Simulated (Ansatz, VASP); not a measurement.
# One calculation of Na, two programs

INCAR

```
SYSTEM = Na
PREC     = Accurate       ! precision mode
ENCUT    = 520            ! plane-wave cutoff, eV
EDIFF    = 1E-6           ! SCF threshold, eV
ISMEAR   = -1             ! smearing method
SIGMA    = 1.0            ! smearing width, eV
LREAL    = .False.        ! projectors in reciprocal space
LASPH    = .True.         ! aspherical terms in the spheres
NELM     = 60             ! most SCF steps
ALGO     = Normal         ! electronic algorithm
ISIF     = 2              ! what is computed and relaxed
LWAVE    = .False.        ! write WAVECAR
LCHARG   = .False.        ! write CHGCAR
GGA      = PE             ! functional
NBANDS   = 10             ! bands
```

File KPOINTS:

```
Automatic mesh
0
Gamma
  11 11 11
  0 0 0
```

Contents of POSCAR:

```
Na
1.0
   -2.0985562613      2.0985562613      2.0985562613
    2.0985562613     -2.0985562613      2.0985562613
    2.0985562613      2.0985562613     -2.0985562613
Na
1
Direct
    0.0000000000      0.0000000000      0.0000000000
```

Input for Ansatz:

```yaml
crystal:
  lattice:
    - [-2.0985562613, 2.0985562613, 2.0985562613]
    - [2.0985562613, -2.0985562613, 2.0985562613]
    - [2.0985562613, 2.0985562613, -2.0985562613]
  atoms:
    - { symbol: Na, position: [0.0, 0.0, 0.0] }
hamiltonian:
  xc: pbe
  pseudopotentials:
    kind: paw
    azcp:
      Na: "pseudopotentials/Na.paw.azcp"
basis:
  ecutwfc: 420
  fft_grid_basis: typed
kpoints:
  mp_grid: { grid: [11, 11, 11], shift: [0, 0, 0] }
magnetization:
  spin_polarized: false
scf:
  occupations: { method: fermi_dirac, width: 1.0 }
  lower_state_search: "off"
output:
  stress: true
```

Alike in both runs: task single point; functional PBE; k mesh 11 × 11 × 11; occupations fermi-dirac, width 1 eV; no spin polarisation.

```csv
,VASP,Ansatz
version,VASP 6.6.1,Ansatz 0.2.0
potentials or method,"VASP PAW PBE potentials, release 64 (Na_pv), cutoff 520 eV","plane waves (420 eV) with PAW, scalar-relativistic"
valence electrons in the cell,7,9
```

```csv
,VASP,Ansatz,Ansatz less VASP
pressure (GPa),1.6,1.6,+0.02
```

The functional is the same, so the differences come from potentials, cutoffs and numerics. VASP's potentials hold 7 valence electrons a cell and Ansatz's 9, so a difference there can come from the potentials and not from the codes.
